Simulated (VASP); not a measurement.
# MgZn2O6 (Fm-3m) in VASP: further runs

The runs below take MgZn2O6 through single point, with PBE.

All numbers are computed with VASP 6.6.1; they aren't measurements. Logs are shortened: lines on timing, memory, paths and dates and some standing lists are left out, and cuts for length are marked.

## 1. The cell of the first run

Symmetry: Fm-3m, No. 225, cubic system. Conventional cell: a = 7.723 Å, b = 7.723 Å, c = 7.723 Å, α = 90.00°, β = 90.00°, γ = 90.00°. Mg (site symmetry m-3m) has 12 O at 2.73 Å and 8 Zn at 3.34 Å within 3.6 Å. Zn (site symmetry -43m) has 6 O at 1.93 Å within 2.6 Å. O (site symmetry mmm) has 2 Zn at 1.93 Å within 2.6 Å.

## 2. Single point, PBE, collinear spin, ferromagnetic start

File INCAR:

```
SYSTEM = MgZn2O6
  PREC = Accurate
  ENCUT = 520
  EDIFF = 1E-6
  ISMEAR = 0
  SIGMA = 0.1
  LREAL = .False.
  LASPH = .True.
  NELM = 150
  ALGO = Normal
  ISIF = 2
  LWAVE = .False.
  LCHARG = .False.
  ISPIN = 2
  MAGMOM = 0 0 0 0.68 0.68 0.68 0.68 0.68 0.68
  LORBIT = 11
  GGA = PE
  NBANDS = 45
```

File KPOINTS:

```
regular mesh
0
Gamma
  8 8 8
  0 0 0
```

File POSCAR:

```
MgZn2O6
1.0
    0.0000000000      3.8613619980      3.8613619980
    3.8613619980      0.0000000000      3.8613619980
    3.8613619980      3.8613619980      0.0000000000
Mg Zn O
1 2 6
Direct
    0.0000000000      0.0000000000      0.0000000000
    0.7500000000      0.7500000000      0.7500000000
    0.2500000000      0.2500000000      0.2500000000
    0.5000000000      0.0000000000      0.0000000000
    0.0000000000      0.5000000000      0.0000000000
    0.0000000000      0.0000000000      0.5000000000
    0.0000000000      0.5000000000      0.5000000000
    0.5000000000      0.0000000000      0.5000000000
    0.5000000000      0.5000000000      0.0000000000
```

Potentials or basis: VASP PAW PBE potentials, release 64 (Mg, Zn, O).

Launch:

```sh
$ cat potpaw_PBE.64/Mg/POTCAR potpaw_PBE.64/Zn/POTCAR potpaw_PBE.64/O/POTCAR > POTCAR
$ mpirun -np 1 vasp_std > vasp.out
```

OUTCAR:

```text
SYSTEM = MgZn2O6
   PREC = Accurate
   ENCUT = 520
   EDIFF = 1E-6
   ISMEAR = 0
   LREAL = .False.
   LASPH = .True.
   NELM = 150
   ISIF = 2
   ISPIN = 2
   LORBIT = 11
   GGA = PE

 ion  position               nearest neighbor table
   1  0.000  0.000  0.000-   4 2.73   5 2.73   6 2.73   6 2.73   7 2.73   8 2.73   5 2.73   7 2.73
                             9 2.73   4 2.73   8 2.73   9 2.73   2 3.34   3 3.34   2 3.34   2 3.34
   2  0.750  0.750  0.750-   4 1.93   5 1.93   6 1.93   7 1.93   8 1.93   9 1.93   1 3.34   1 3.34
                             1 3.34   1 3.34
   3  0.250  0.250  0.250-   4 1.93   5 1.93   6 1.93   7 1.93   8 1.93   9 1.93   1 3.34   1 3.34
                             1 3.34   1 3.34
   4  0.500  0.000  0.000-   2 1.93   3 1.93   1 2.73   1 2.73
   5  0.000  0.500  0.000-   2 1.93   3 1.93   1 2.73   1 2.73
   6  0.000  0.000  0.500-   2 1.93   3 1.93   1 2.73   1 2.73
   7  0.000  0.500  0.500-   2 1.93   3 1.93   1 2.73   1 2.73
   8  0.500  0.000  0.500-   2 1.93   3 1.93   1 2.73   1 2.73
   9  0.500  0.500  0.000-   2 1.93   3 1.93   1 2.73   1 2.73

  LATTYP: Found a face centered cubic cell.
 ALAT       =     7.7227239960

  Lattice vectors:

 A1 = (   0.0000000000,   3.8613619980,   3.8613619980)
 A2 = (   3.8613619980,   0.0000000000,   3.8613619980)
 A3 = (   3.8613619980,   3.8613619980,   0.0000000000)

Analysis of symmetry for initial positions (statically):
=====================================================================
 Subroutine PRICEL returns:
 Original cell was already a primitive cell.

 Routine SETGRP: Setting up the symmetry group for a
 face centered cubic supercell.

 Subroutine GETGRP returns: Found 48 space group operations
 (whereof 48 operations were pure point group operations)
 out of a pool of 48 trial point group operations.

The static configuration has the point symmetry O_h .

Analysis of symmetry for dynamics (positions and initial velocities):
=====================================================================
 Subroutine PRICEL returns:
 Original cell was already a primitive cell.

 Routine SETGRP: Setting up the symmetry group for a
 face centered cubic supercell.

 Subroutine GETGRP returns: Found 48 space group operations
 (whereof 48 operations were pure point group operations)
 out of a pool of 48 trial point group operations.

The dynamic configuration has the point symmetry O_h .

Analysis of structural, dynamic, and magnetic symmetry:
=====================================================================
 Subroutine PRICEL returns:
 Original cell was already a primitive cell.

 Routine SETGRP: Setting up the symmetry group for a
 face centered cubic supercell.

 Subroutine GETGRP returns: Found 48 space group operations
 (whereof 48 operations were pure point group operations)
 out of a pool of 48 trial point group operations.

The overall configuration has the point symmetry O_h .

 Subroutine INISYM returns: Found 48 space group operations
 (whereof 48 operations are pure point group operations),
 and found     1 'primitive' translations

----------------------------------------------------------------------------------------

                                     Primitive cell

  volume of cell :     115.1467

  direct lattice vectors                    reciprocal lattice vectors
     0.000000000  3.861361998  3.861361998    -0.129487989  0.129487989  0.129487989
     3.861361998  0.000000000  3.861361998     0.129487989 -0.129487989  0.129487989
     3.861361998  3.861361998  0.000000000     0.129487989  0.129487989 -0.129487989

  length of vectors
     5.460790507  5.460790507  5.460790507     0.224279776  0.224279776  0.224279776

  position of ions in fractional coordinates (direct lattice)
     0.000000000  0.000000000  0.000000000
     0.750000000  0.750000000  0.750000000
     0.250000000  0.250000000  0.250000000
     0.500000000  0.000000000  0.000000000
     0.000000000  0.500000000  0.000000000
     0.000000000  0.000000000  0.500000000
     0.000000000  0.500000000  0.500000000
[... 72 lines left out ...]
   dimension x,y,z NGXF=    84 NGYF=   84 NGZF=   84
   ions per type =               1   2   6
   NGX,Y,Z   is equivalent  to a cutoff of  12.79, 12.79, 12.79 a.u.
   NGXF,Y,Z  is equivalent  to a cutoff of  25.57, 25.57, 25.57 a.u.
 SYSTEM =  MgZn2O6
   PREC   = accura    normal or accurate (medium, high low for compatibility)
   ISTART =      0    job   : 0-new  1-cont  2-samecut
   ICHARG =      2    charge: 1-file 2-atom 10-const
   ISPIN  =      2    spin polarized calculation?
   LNONCOLLINEAR =      F non collinear calculations
   LSORBIT =      F    spin-orbit coupling
   LASPH  =      T    aspherical Exc in radial PAW
   ENCUT  =  520.0 eV  38.22 Ry    6.18 a.u.  10.15 10.15 10.15*2*pi/ulx,y,z
   NELM   =    150;   NELMIN=  2; NELMDL= -5     # of ELM steps
   EDIFF  = 0.1E-05   stopping-criterion for ELM
   LREAL  =      F    real-space projection
   EDIFFG = 0.1E-04   stopping-criterion for IOM
   NSW    =      0    number of steps for IOM
   IBRION =     -1    ionic relax: 0-MD 1-quasi-New 2-CG
   NFREE  =      0    steps in history (QN), initial steepest desc. (CG)
   ISIF   =      2    stress and relaxation
   ISYM   =      2    0-nonsym 1-usesym 2-fastsym
   POTIM  = 0.5000    time-step for ionic-motion
   TEBEG  =    0.0;   TEEND  =   0.0 temperature during run
   PSTRESS=    0.0 pullay stress
   NELECT =      62.0000    total number of electrons
   NUPDOWN=      -1.0000    fix difference up-down
   EMIN   =  10.00;   EMAX   =-10.00  energy-range for DOS
   EFERMI =   0.00;   METHOD = LEGACY
   ISMEAR =     0;   SIGMA  =   0.10  broadening in eV -4-tet -1-fermi 0-gaus
   EFERMI_NEDOS =   21; number of points for ismear=-14 and -15
   IALGO  =     38    algorithm
   IMIX   =      4    mixing-type and parameters
     AMIX     =   0.40;   BMIX     =  1.00
     AMIX_MAG =   1.60;   BMIX_MAG =  1.00
  volume/ion in A,a.u.               =      12.79        86.34
  Fermi-wavevector in a.u.,A,eV,Ry     =   1.331849  2.516829 24.134298  1.773821
  Thomas-Fermi vector in A             =   2.460828
   LORBIT       =     11    0 simple, 1 ext, 2 COOP (PROOUT), +10 PAW based schemes
   GGA     = PE    functional components
   LHFCALC =     F    Hartree Fock is set to
   AEXX    =    0.0000 exact exchange contribution
   IVDW    =     0    specifies the selected vdW correction
   LEPSILON=     F    determine dielectric tensor
   LRPA    =     F    only Hartree local field effects (RPA)
 spin polarized calculation
 Gauss-broadening in eV      SIGMA  =   0.10
  energy-cutoff  :      520.00
  volume of cell :      115.15
 maximum number of plane-waves:      3138
 NGX is ok and might be reduce to    42
   NGX = 21   NGY = 21   NGZ = 21

 number of electron      61.9999971 magnetization       4.6074414

 Free energy of the ion-electron system (eV)
  ---------------------------------------------------
  ext. energy  EPLUGINS =         0.00000000
  ---------------------------------------------------
  free energy    TOTEN  =       -35.53245361 eV

  energy without entropy =      -35.50103260  energy(sigma->0) =      -35.51674311

 E-fermi :  -0.0496     XC(G=0):  -9.6832

 val. band max:       -0.0634311522   @ k =  -0.3750   0.5000   0.1250
 cond. band min:      -0.0469130775   @ k =  -0.1250   0.1250   0.0000
 fundamental gap:      0.0165180747
 Fermi energy:        -0.0496113099

 spin component 1

 k-point     1 :       0.0000    0.0000    0.0000
  band No.  band energies     occupation
      1     -18.6731      1.00000
      2     -17.3208      1.00000
      3     -17.3208      1.00000
      4     -17.3208      1.00000
      5     -17.0532      1.00000
      6     -17.0532      1.00000
[... 1093 lines left out ...]
     42      12.5185      0.00000
     43      12.8337      0.00000

 [... further k-points ...]

 spin component 2

 k-point     1 :       0.0000    0.0000    0.0000
  band No.  band energies     occupation
      1     -17.6193      1.00000
      2     -16.1223      1.00000
      3     -16.1223      1.00000
      4     -16.1223      1.00000
      5     -15.8491      1.00000
      6     -15.8491      1.00000
[... 1093 lines left out ...]
     42      12.9413      0.00000
     43      13.1478      0.00000

 [... further k-points ...]

 [bands above 43 left out]

------------------------ aborting loop because EDIFF is reached ----------------------------------------

  FORCE on cell =-STRESS in cart. coord.  units (eV):
  Direction    XX          YY          ZZ          XY          YZ          ZX
  --------------------------------------------------------------------------------------
  -------------------------------------------------------------------------------------
  Total        0.7630546      0.7630546      0.7630546      0.0000000      0.0000000     -0.0000000
  in kB       10.6173137     10.6173137     10.6173137      0.0000000      0.0000000     -0.0000000
  external PRESSURE =      10.6173137 kB  Pullay stress =       0.0000000 kB

 VOLUME and BASIS-vectors are now :
 -----------------------------------------------------------------------------
  energy-cutoff  :      520.00
  volume of cell :      115.15
      direct lattice vectors                 reciprocal lattice vectors
     0.000000000  3.861361998  3.861361998    -0.129487989  0.129487989  0.129487989
     3.861361998  0.000000000  3.861361998     0.129487989 -0.129487989  0.129487989
     3.861361998  3.861361998  0.000000000     0.129487989  0.129487989 -0.129487989

 POSITION                                       TOTAL-FORCE (eV/Angst)
 -----------------------------------------------------------------------------------
      0.00000      0.00000      0.00000         0.000000     -0.000000      0.000000
      5.79204      5.79204      5.79204        -0.000000     -0.000000     -0.000000
      1.93068      1.93068      1.93068         0.000000      0.000000      0.000000
      0.00000      1.93068      1.93068         0.000000     -0.000000      0.000000
      1.93068      0.00000      1.93068         0.000000     -0.000000      0.000000
      1.93068      1.93068      0.00000         0.000000     -0.000000      0.000000
      3.86136      1.93068      1.93068         0.000000     -0.000000      0.000000
      1.93068      3.86136      1.93068         0.000000     -0.000000      0.000000
      1.93068      1.93068      3.86136         0.000000     -0.000000      0.000000
 -----------------------------------------------------------------------------------
    total drift:                               -0.000000     -0.000000     -0.000000

  FREE ENERGIE OF THE ION-ELECTRON SYSTEM (eV)
  ---------------------------------------------------
  free  energy   TOTEN  =       -35.5324536149 eV

  energy  without entropy=      -35.5010325959  energy(sigma->0) =      -35.51674311

 total charge

# of ion       s       p       d       tot
------------------------------------------
    1        0.076   0.052   0.016   0.145
    2        0.496   0.650   9.827  10.973
    3        0.496   0.650   9.827  10.973
    4        1.594   3.255   0.000   4.849
    5        1.594   3.255   0.000   4.849
    6        1.594   3.255   0.000   4.849
    7        1.594   3.255   0.000   4.849
    8        1.594   3.255   0.000   4.849
    9        1.594   3.255   0.000   4.849
--------------------------------------------------
tot         10.631  20.884  19.670  51.185

 magnetization (x)

# of ion       s       p       d       tot
------------------------------------------
    1       -0.008  -0.004  -0.001  -0.013
    2       -0.016  -0.008   0.099   0.075
    3       -0.016  -0.008   0.099   0.075
    4        0.008   0.629   0.000   0.637
    5        0.008   0.629   0.000   0.637
    6        0.008   0.629   0.000   0.637
    7        0.008   0.629   0.000   0.637
    8        0.008   0.629   0.000   0.637
    9        0.008   0.629   0.000   0.637
--------------------------------------------------
tot          0.007   3.754   0.198   3.958
```

It took 6.3 min on 1 thread of Intel Xeon Platinum 8375C at 2.90GHz (Ice Lake), shared host; peak memory 0.46 GiB.

What came out:

* Free energy: -35.5325 eV
* Pressure: 1.1 GPa
* Net moment: 4.61 μB per cell
* Site moments: Mg -0.01; Zn +0.07; O +0.64 μB
* Valence electrons inside the program's atomic spheres: Mg 0.14; Zn 10.97; O 4.85

## 3. Single point, PBE, collinear spin, ferromagnetic start

This run uses another cell than the first one, of 12.27 Å³/atom.

File INCAR:

```
ALGO = Normal
EDIFF = 1E-6
ENCUT = 520
GGA = PE
ISIF = 2
ISMEAR = 0
ISPIN = 2
LASPH = T
LCHARG = T
LELF = T
LORBIT = 11
LREAL = F
LVHAR = T
LWAVE = F
MAGMOM = 0 0 0 1 1 1 1 1 1
NBANDS = 45
NELM = 150
PREC = Accurate
SIGMA = 0.1
```

File KPOINTS:

```
k-points
0
Gamma
  4 4 4
```

POSCAR, as its differences from that of step 2:

```diff
@@ -2,5 +2,5 @@
 1.0
-    0.0000000000      3.8613619980      3.8613619980
-    3.8613619980      0.0000000000      3.8613619980
-    3.8613619980      3.8613619980      0.0000000000
+    0.0000000000      3.8074946100      3.8074946100
+    3.8074946100      0.0000000000      3.8074946100
+    3.8074946100      3.8074946100      0.0000000000
 Mg Zn O
```

Potentials or basis: VASP PAW PBE potentials, release 64 (Mg, Zn, O).

Launch:

```sh
$ cat potpaw_PBE.64/Mg/POTCAR potpaw_PBE.64/Zn/POTCAR potpaw_PBE.64/O/POTCAR > POTCAR
$ mpirun -np 1 vasp_std > vasp.out
```

It took 2.4 min on 1 thread of AMD EPYC 7R13, shared host; peak memory 0.28 GiB.

Results (log left out):

```
Free energy                                           : -35.4453 eV
Pressure                                              : 5.0 GPa
Net moment                                            : 4.35 μB per cell
Site moments                                          : Mg -0.01; Zn +0.07; O +0.60 μB
Valence electrons inside the program's atomic spheres : Mg 0.15; Zn 11.05; O 4.87
```

Levels at points of the mesh, in eV from the Fermi level:
Spin up:
```tsv
k point	band 30	band 31	band 32	band 33	band 34	band 35	band 36	band 37
(0.00, 0.00, 0.00)	-0.53	-0.53	-0.53	0.67	0.67	3.05	7.24	9.02
(0.50, 0.00, 0.00)	-0.90	-0.60	-0.60	-0.54	-0.54	5.05	7.63	9.91
(0.50, 0.50, 0.00)	-1.63	-1.33	-1.33	-0.57	0.66	5.71	7.74	9.35
```
Spin down:
| k point | band 25 | band 26 | band 27 | band 28 | band 29 | band 30 | band 31 | band 32 | band 33 | band 34 |
| --- | --- | --- | --- | --- | --- | --- | --- | --- | --- | --- |
| (0.00, 0.00, 0.00) | -0.41 | -0.41 | -0.04 | -0.04 | -0.04 | 0.93 | 0.93 | 0.93 | 1.44 | 1.44 |
| (0.50, 0.00, 0.00) | -1.07 | -1.07 | -0.61 | -0.61 | -0.15 | 0.45 | 0.45 | 0.62 | 0.62 | 0.62 |
| (0.50, 0.50, 0.00) | -1.25 | -0.80 | -0.71 | -0.71 | -0.30 | -0.30 | 0.11 | 0.11 | 0.89 | 1.43 |

Caveat: the cell stands under pressure.
